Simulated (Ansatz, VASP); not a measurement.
**ZnS in VASP and in Ansatz**

Contents of POSCAR:

```
ZnS
1.0
    3.8069588183      0.0000000000      0.0000000000
   -1.9034794091      3.2969230478      0.0000000000
    0.0000000000      0.0000000000      6.2466339621
Zn S
2 2
Direct
    0.3333333333      0.6666666667      0.0003552168
    0.6666666667      0.3333333333      0.5003552168
    0.3333333333      0.6666666667      0.3746447832
    0.6666666667      0.3333333333      0.8746447832
```

The input INCAR.step1:

```
ALGO = Normal
EDIFF = 1E-4
ENCUT = 520
GGA = PE
ISMEAR = 0
LASPH = T
LCHARG = F
LREAL = F
LWAVE = T
NBANDS = 26
NELM = 60
PREC = Accurate
SIGMA = 0.01
```

Contents of INCAR.step2:

```
ALGO = Normal
EDIFF = 1E-7
ENCUT = 520
ISIF = 2
ISMEAR = 0
ISTART = 1
LASPH = T
LCHARG = T
LELF = T
LMIXTAU = T
LREAL = F
LVHAR = T
LWAVE = F
METAGGA = R2SCAN
NBANDS = 26
NELM = 60
PREC = Accurate
SIGMA = 0.01
```

Contents of KPOINTS:

```
k-points
0
Gamma
  9 9 4
```

Input for Ansatz:

```yaml
crystal:
  lattice:
    - [3.8069588183, 0.0, 0.0]
    - [-1.9034794091, 3.2969230478, 0.0]
    - [0.0, 0.0, 6.2466339621]
  atoms:
    - { symbol: Zn, position: [0.3333333333, 0.6666666667, 0.0003552168] }
    - { symbol: Zn, position: [0.6666666667, 0.3333333333, 0.5003552168] }
    - { symbol: S, position: [0.3333333333, 0.6666666667, 0.3746447832] }
    - { symbol: S, position: [0.6666666667, 0.3333333333, 0.8746447832] }
basis:
  ecutwfc: 500
  xc_grid: 2
kpoints:
  mp_grid: { grid: [9, 9, 4] }
hamiltonian:
  xc: r2scan
  pseudopotentials: { kind: paw, azcp: { folder: soft_1 } }
scf:
  occupations: { method: fixed }
output:
  forces: true
  stress: true
  eigenvalues: true
  polarization: {}
```

Change from the starting cell: polar distortion scaled by 1.00.

Alike in both runs: task single point; functional r2SCAN; k mesh 9 × 9 × 4; no spin polarisation.

|  | VASP | Ansatz |
| --- | --- | --- |
| version | VASP 6.6.1 | Ansatz 0.2.0 |
| potentials or method | VASP PAW PBE potentials, release 64 (Zn, S), cutoff 520 eV | scalar-relativistic, plane waves, PAW |
| occupations | gaussian, width 0.01 eV | fixed |
| valence electrons in the cell | 36 | 36 |

```tsv
	VASP	Ansatz	Ansatz less VASP
gap on the k mesh at the Fermi level (eV)	2.78	2.77	-0.012
least direct gap on the mesh (eV)	2.78	2.77	-0.012
pressure (GPa)	0.0	0.0	-0.01
```

VASP's potentials were made for PBE, not for r2SCAN.
